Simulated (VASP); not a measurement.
# Ge (P-1) in VASP: single point with PBEsol

Aim: the single point of Ge with PBEsol.

Everything below comes from runs of VASP 6.6.1. Logs are shortened: lines on timing, memory, paths and dates and some standing lists are left out, and cuts for length are marked.

### Step 1. The cell of the first run

The typed cell holds 2 atoms: a = 2.643 Å, b = 2.765 Å, c = 5.039 Å, α = 90.00°, β = 90.00°, γ = 90.00°.

### Step 2. Single point, PBEsol

INCAR

```
SYSTEM = Ge
ALGO = Normal
EDIFF = 1E-6
ENCUT = 520
GGA = PS
ISIF = 2
ISMEAR = 0
LASPH = .True.
LCHARG = .False.
LREAL = .False.
LWAVE = .False.
NBANDS = 21
NELM = 100
PREC = Accurate
SIGMA = 0.15
```

KPOINTS

```
k-points
0
Gamma
  12 12 8
  0 0 0
```

POSCAR

```
Ge
1.0
    0.0000000000      0.0000000000     -2.6427277822
    2.7652112297      0.0000000000      0.0000000000
    0.0000000000     -5.0390024823      0.0000000000
Ge
2
Direct
    0.0171764546      0.4771909315      0.0168265725
   -0.0171764546      0.0228090685      0.4831734275
```

Potentials or basis: VASP PAW PBE potentials, release 64 (Ge_d).

Command:

```console
> cat potpaw_PBE.64/Ge_d/POTCAR > POTCAR
> mpirun -np 1 vasp_std > vasp.out
```

OUTCAR:

```text
SYSTEM = Ge
   EDIFF = 1E-6
   ENCUT = 520
   GGA = PS
   ISIF = 2
   ISMEAR = 0
   LASPH = .True.
   LREAL = .False.
   NELM = 100
   PREC = Accurate

 ion  position               nearest neighbor table
   1  0.017  0.477  0.017-   2 2.67   2 2.79
   2  0.983  0.023  0.483-   1 2.67   1 2.79

  LATTYP: Found a simple orthorhombic cell.
 ALAT       =     2.6427277822
 B/A-ratio  =     1.0463473568
 C/A-ratio  =     1.9067429178

  Lattice vectors:

 A1 = (   0.0000000000,   0.0000000000,  -2.6427277822)
 A2 = (   2.7652112297,   0.0000000000,   0.0000000000)
 A3 = (   0.0000000000,  -5.0390024823,   0.0000000000)

Analysis of symmetry for initial positions (statically):
=====================================================================
 Subroutine PRICEL returns:
 Original cell was already a primitive cell.

 Routine SETGRP: Setting up the symmetry group for a
 simple orthorhombic supercell.

 Subroutine GETGRP returns: Found  2 space group operations
 (whereof  1 operations were pure point group operations)
 out of a pool of  8 trial point group operations.

The static configuration has the point symmetry C_1 .
 The point group associated with its full space group is S_2 .

Analysis of symmetry for dynamics (positions and initial velocities):
=====================================================================
 Subroutine PRICEL returns:
 Original cell was already a primitive cell.

 Routine SETGRP: Setting up the symmetry group for a
 simple orthorhombic supercell.

 Subroutine GETGRP returns: Found  2 space group operations
 (whereof  1 operations were pure point group operations)
 out of a pool of  8 trial point group operations.

The dynamic configuration has the point symmetry C_1 .
 The point group associated with its full space group is S_2 .

 Subroutine INISYM returns: Found  2 space group operations
 (whereof  1 operations are pure point group operations),
 and found     1 'primitive' translations

----------------------------------------------------------------------------------------

                                     Primitive cell

  volume of cell :      36.8235

  direct lattice vectors                    reciprocal lattice vectors
     0.000000000  0.000000000 -2.642727782     0.000000000  0.000000000 -0.378396900
     2.765211230  0.000000000  0.000000000     0.361636026  0.000000000  0.000000000
     0.000000000 -5.039002482  0.000000000     0.000000000 -0.198451976  0.000000000

  length of vectors
     2.642727782  2.765211230  5.039002482     0.378396900  0.361636026  0.198451976

  position of ions in fractional coordinates (direct lattice)
     0.017176455  0.477190931  0.016826573
     0.982823545  0.022809069  0.483173427

  ion indices of the primitive-cell ions
   primitive index   ion index
                 1           1
                 2           2

----------------------------------------------------------------------------------------

 KPOINTS: k-points

Automatic generation of k-mesh.
 Grid dimensions read from file:
 generate k-points for:   12   12    8

 Generating k-lattice:

  Cartesian coordinates                     Fractional coordinates (reciprocal lattice)
     0.000000000  0.000000000 -0.031533075     0.083333333  0.000000000  0.000000000
     0.030136335  0.000000000  0.000000000     0.000000000  0.083333333  0.000000000
     0.000000000 -0.024806497  0.000000000     0.000000000  0.000000000  0.125000000

  Length of vectors
     0.031533075  0.030136335  0.024806497

  Shift w.r.t. Gamma in fractional coordinates (k-lattice)
     0.000000000  0.000000000  0.000000000

 Subroutine IBZKPT returns following result:
 ===========================================

 Found    580 irreducible k-points:

 Following reciprocal coordinates:
            Coordinates               Weight
  0.000000  0.000000  0.000000      1.000000
  0.083333  0.000000  0.000000      2.000000
  0.166667  0.000000  0.000000      2.000000
  0.250000  0.000000  0.000000      2.000000
  0.333333  0.000000  0.000000      2.000000
  0.416667  0.000000  0.000000      2.000000
[... 16 lines left out ...]
  0.166667  0.166667  0.000000      2.000000
  0.166667 -0.166667  0.000000      2.000000
 [... further k-points ...]
   k-points           NKPTS =    580   k-points in BZ     NKDIM =    580   number of bands    NBANDS=     21
   number of dos      NEDOS =    301   number of ions     NIONS =      2
   total plane-waves  NPLWV =  19200
   dimension x,y,z NGX =    20 NGY =   24 NGZ =   40
   dimension x,y,z NGXF=    40 NGYF=   48 NGZF=   80
   ions per type =               2
   NGX,Y,Z   is equivalent  to a cutoff of  12.58, 14.43, 13.20 a.u.
   NGXF,Y,Z  is equivalent  to a cutoff of  25.16, 28.86, 26.39 a.u.
 SYSTEM =  Ge
   PREC   = accura    normal or accurate (medium, high low for compatibility)
   ISTART =      0    job   : 0-new  1-cont  2-samecut
   ICHARG =      2    charge: 1-file 2-atom 10-const
   ISPIN  =      1    spin polarized calculation?
   LNONCOLLINEAR =      F non collinear calculations
   LSORBIT =      F    spin-orbit coupling
   LASPH  =      T    aspherical Exc in radial PAW
   ENCUT  =  520.0 eV  38.22 Ry    6.18 a.u.   4.91  5.14  9.37*2*pi/ulx,y,z
   NELM   =    100;   NELMIN=  2; NELMDL= -5     # of ELM steps
   EDIFF  = 0.1E-05   stopping-criterion for ELM
   LREAL  =      F    real-space projection
   EDIFFG = 0.1E-04   stopping-criterion for IOM
   NSW    =      0    number of steps for IOM
   IBRION =     -1    ionic relax: 0-MD 1-quasi-New 2-CG
   NFREE  =      0    steps in history (QN), initial steepest desc. (CG)
   ISIF   =      2    stress and relaxation
   ISYM   =      2    0-nonsym 1-usesym 2-fastsym
   POTIM  = 0.5000    time-step for ionic-motion
   TEBEG  =    0.0;   TEEND  =   0.0 temperature during run
   PSTRESS=    0.0 pullay stress
   NELECT =      28.0000    total number of electrons
   NUPDOWN=      -1.0000    fix difference up-down
   EMIN   =  10.00;   EMAX   =-10.00  energy-range for DOS
   EFERMI =   0.00;   METHOD = LEGACY
   ISMEAR =     0;   SIGMA  =   0.15  broadening in eV -4-tet -1-fermi 0-gaus
   EFERMI_NEDOS =   21; number of points for ismear=-14 and -15
   IALGO  =     38    algorithm
   IMIX   =      4    mixing-type and parameters
     AMIX     =   0.40;   BMIX     =  1.00
     AMIX_MAG =   1.60;   BMIX_MAG =  1.00
  volume/ion in A,a.u.               =      18.41       124.25
  Fermi-wavevector in a.u.,A,eV,Ry     =   1.494236  2.823696 30.378271  2.232740
  Thomas-Fermi vector in A             =   2.606534
   LORBIT       =      0    0 simple, 1 ext, 2 COOP (PROOUT), +10 PAW based schemes
   GGA     = PS    functional components
   LHFCALC =     F    Hartree Fock is set to
   AEXX    =    0.0000 exact exchange contribution
   IVDW    =     0    specifies the selected vdW correction
   LEPSILON=     F    determine dielectric tensor
   LRPA    =     F    only Hartree local field effects (RPA)
 non-spin polarized calculation
 Gauss-broadening in eV      SIGMA  =   0.15
  energy-cutoff  :      520.00
  volume of cell :       36.82
 maximum number of plane-waves:      1016
   NGX =  9   NGY = 11   NGZ = 19

 number of electron      28.0000014 magnetization

 Free energy of the ion-electron system (eV)
  ---------------------------------------------------
  ext. energy  EPLUGINS =         0.00000000
  ---------------------------------------------------
  free energy    TOTEN  =        -9.46251007 eV

  energy without entropy =       -9.45339390  energy(sigma->0) =       -9.45795199

 E-fermi :   6.7252     XC(G=0): -11.4907

 val. band max:        6.7097967288   @ k =   0.0000   0.3333  -0.1250
 cond. band min:       6.7468070331   @ k =   0.4167   0.3333   0.5000
 fundamental gap:      0.0370103043
 Fermi energy:         6.7252077523

 k-point     1 :       0.0000    0.0000    0.0000
  band No.  band energies     occupation
      1     -17.9739      2.00000
      2     -17.9610      2.00000
      3     -17.8818      2.00000
      4     -17.8448      2.00000
      5     -17.8426      2.00000
      6     -17.7601      2.00000
[... 13 lines left out ...]
     20      17.7103      0.00000
     21      20.0119      0.00000

 k-point     2 :       0.0833    0.0000    0.0000
  band No.  band energies     occupation
      1     -17.9583      2.00000
      2     -17.9534      2.00000
      3     -17.8809      2.00000
      4     -17.8418      2.00000
      5     -17.8338      2.00000
      6     -17.7679      2.00000
[... 13 lines left out ...]
     20      18.9786      0.00000
     21      20.1848      0.00000

 k-point     3 :       0.1667    0.0000    0.0000
  band No.  band energies     occupation
      1     -17.9376      2.00000
      2     -17.9158      2.00000
      3     -17.8783      2.00000
      4     -17.8396      2.00000
      5     -17.7996      2.00000
      6     -17.7887      2.00000
[... 13 lines left out ...]
     20      17.3040      0.00000
     21      20.2359      0.00000

 k-point     4 :       0.2500    0.0000    0.0000
  band No.  band energies     occupation
      1     -17.9236      2.00000
      2     -17.8767      2.00000
      3     -17.8569      2.00000
      4     -17.8360      2.00000
      5     -17.8184      2.00000
      6     -17.7495      2.00000
[... 13 lines left out ...]
     20      17.7606      0.00000
     21      20.9216      0.00000

 k-point     5 :       0.3333    0.0000    0.0000
  band No.  band energies     occupation
      1     -17.9140      2.00000
      2     -17.8728      2.00000
      3     -17.8473      2.00000
      4     -17.8348      2.00000
      5     -17.7982      2.00000
      6     -17.7706      2.00000
[... 13 lines left out ...]
     20      18.6300      0.00000
     21      21.7689      0.00000
[... 382 lines left out ...]
     20      19.6517      0.00000
     21      20.8223      0.00000

 k-point    22 :       0.0833   -0.1667    0.0000
  band No.  band energies     occupation
      1     -17.9431      2.00000
      2     -17.9122      2.00000
      3     -17.8680      2.00000
      4     -17.8417      2.00000
      5     -17.8229      2.00000
      6     -17.7639      2.00000
[... 13 lines left out ...]
     20      19.6499      0.00000
     21      20.8351      0.00000

 k-point    23 :       0.1667    0.1667    0.0000
  band No.  band energies     occupation
      1     -17.9014      2.00000
      2     -17.8922      2.00000
      3     -17.8602      2.00000
      4     -17.8381      2.00000
      5     -17.7989      2.00000
      6     -17.7831      2.00000
[... 13 lines left out ...]
     20      19.1238      0.00000
     21      20.6700      0.00000

 k-point    24 :       0.1667   -0.1667    0.0000
  band No.  band energies     occupation
      1     -17.9014      2.00000
      2     -17.8921      2.00000
      3     -17.8599      2.00000
      4     -17.8383      2.00000
      5     -17.7983      2.00000
      6     -17.7843      2.00000
[... 13 lines left out ...]
     20      19.1502      0.00000
     21      20.6611      0.00000

 [... further k-points ...]

------------------------ aborting loop because EDIFF is reached ----------------------------------------

  FORCE on cell =-STRESS in cart. coord.  units (eV):
  Direction    XX          YY          ZZ          XY          YZ          ZX
  --------------------------------------------------------------------------------------
  -------------------------------------------------------------------------------------
  Total        0.5844799     -0.0412792      0.1193354      0.1248839     -0.0034149     -0.0028859
  in kB       25.4304963     -1.7960409      5.1922396      5.4336501     -0.1485825     -0.1255625
  external PRESSURE =       9.6088984 kB  Pullay stress =       0.0000000 kB

 VOLUME and BASIS-vectors are now :
 -----------------------------------------------------------------------------
  energy-cutoff  :      520.00
  volume of cell :       36.82
      direct lattice vectors                 reciprocal lattice vectors
     0.000000000  0.000000000 -2.642727782     0.000000000  0.000000000 -0.378396900
     2.765211230  0.000000000  0.000000000     0.361636026  0.000000000  0.000000000
     0.000000000 -5.039002482  0.000000000     0.000000000 -0.198451976  0.000000000

 POSITION                                       TOTAL-FORCE (eV/Angst)
 -----------------------------------------------------------------------------------
      1.31953     -0.08479     -0.04539         0.021149      0.501622      0.031258
      0.06307     -2.43471     -2.59734        -0.021149     -0.501622     -0.031258
 -----------------------------------------------------------------------------------
    total drift:                                0.000000     -0.000000     -0.000000

  FREE ENERGIE OF THE ION-ELECTRON SYSTEM (eV)
  ---------------------------------------------------
  free  energy   TOTEN  =        -9.4625100741 eV

  energy  without entropy=       -9.4533939027  energy(sigma->0) =       -9.45795199
```

Wall time 6.3 min (1 thread of Intel Xeon 8259CL, shared host); peak memory 0.43 GiB.

Results:

```yaml
Free_energy: -9.4625 eV
Pressure: 1.0 GPa
Largest_force: 0.503 eV/Å
Band_gap_on_the_k_mesh: zero (bands 14 and 15 overlap by 7.37 eV)
```

Forces in eV/Å, atoms in the order of the input:
```
Ge   0.021  0.502  0.031
Ge  -0.021 -0.502 -0.031
```

Levels at points of the mesh, in eV from the Fermi level:
```
           k point  band 12  band 13  band 14  band 15  band 16  band 17
(0.00, 0.00, 0.00)    -8.61    -5.80     5.06     6.96     7.95     8.48
(0.50, 0.00, 0.00)    -6.16    -4.16    -2.46    -2.23     3.20     8.18
(0.00, 0.50, 0.00)    -8.46    -3.30    -3.00    -1.11    -0.28    10.73
(0.50, 0.50, 0.00)    -4.35    -2.26    -1.78     0.60     0.69     2.22
(0.00, 0.00, 0.50)   -11.39    -0.18     0.84     6.00     7.01     7.88
(0.50, 0.00, 0.50)    -7.27    -5.16    -4.30     3.36     4.71     8.37
(0.00, 0.50, 0.50)    -7.99    -5.68    -5.49     3.70     3.93     7.84
(0.50, 0.50, 0.50)    -3.56    -2.31    -2.03    -1.90    -1.75     3.42
```

Caveat: the PAW data sets were made with another functional, which shifts forces and pressure a little.
